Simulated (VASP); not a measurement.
Set up this calculation in VASP 6.6.1, as the native input.

```
Task                   : single point
Functional             : PBE
Dispersion             : D3(BJ)
Potentials or basis    : VASP PAW PBE potentials, release 64 (Ge_d, H)
Cutoff                 : 520 eV
k mesh                 : 2 × 2 × 2
Occupations            : fermi-dirac, width 0.05 eV
Spin                   : no spin polarisation
Dipole correction      : no
Further INCAR settings : LREAL = Auto; ALGO = Normal; EDIFF = 1e-06; NBANDS = 126
```

The structure of Ge16H (a cell with a defect) lies in POSCAR:

```
Ge16H
1.0
    0.0000000000      5.6600000000      5.6600000000
    5.6600000000      0.0000000000      5.6600000000
    5.6600000000      5.6600000000      0.0000000000
Ge H
16 1
Direct
   -0.0463515901     -0.0608745583      0.1124469965
    0.1503091873      0.1644964664     -0.0185600707
    0.0240371025      0.0681183746      0.3809805654
    0.0694257951      0.0903621908      0.6729240283
    0.0300530035      0.5590636042     -0.0748409894
    0.1579063604      0.4911572438      0.1664575972
    0.0161837456      0.4510777385      0.5237102473
    0.1082508834      0.7043639576      0.5549469965
    0.5120141343     -0.0340282686     -0.0053533569
    0.5816696113      0.1535247350      0.1309275618
    0.4816254417      0.0093816254      0.5313604240
    0.6347791519      0.1367579505      0.6451325088
    0.5162897527      0.5175971731      0.0095759717
    0.6220583039      0.5806095406      0.1932067138
    0.4818374558      0.5048409894      0.5618197880
    0.6654770318      0.6627738516      0.6150176678
    0.3117049470      0.1920406360      0.2886307420
```

The input as run:

INCAR

```
PREC = Accurate
ENCUT = 520
EDIFF = 1E-6
ISMEAR = -1
SIGMA = 0.05
LREAL = Auto
LASPH = T
NELM = 80
ALGO = Normal
ISIF = 2
LWAVE = F
LCHARG = T
GGA = PE
IVDW = 12
LELF = T
LVHAR = T
NBANDS = 126
```

KPOINTS

```
Automatic mesh
0
Gamma
  2 2 2
```

Potentials or basis: VASP PAW PBE potentials, release 64 (Ge_d, H).

Command:

```bash
$ cat potpaw_PBE.64/Ge_d/POTCAR potpaw_PBE.64/H/POTCAR > POTCAR
$ mpirun -np 1 vasp_std > vasp.out
```

It gave:

- Pressure: 2.1 GPa
- Largest force: 1.992 eV/Å
- Band gap on the k mesh: zero (an odd number of electrons rules out a gap without spin polarisation)
- Dispersion energy per atom: -0.291 eV

Caveat: the k points lie up to 0.48 Å⁻¹ apart, too coarse for converged energies and pressures of a metal; the atoms stand as in a frame of molecular dynamics; an odd number of electrons without spin polarisation forces a metal; a magnetic or distorted state may lie lower.

Wall time 10 min on 1 thread of Intel(R) Xeon(R) 6975P-C (Granite Rapids), with other jobs on the host, peak memory 0.62 GiB.
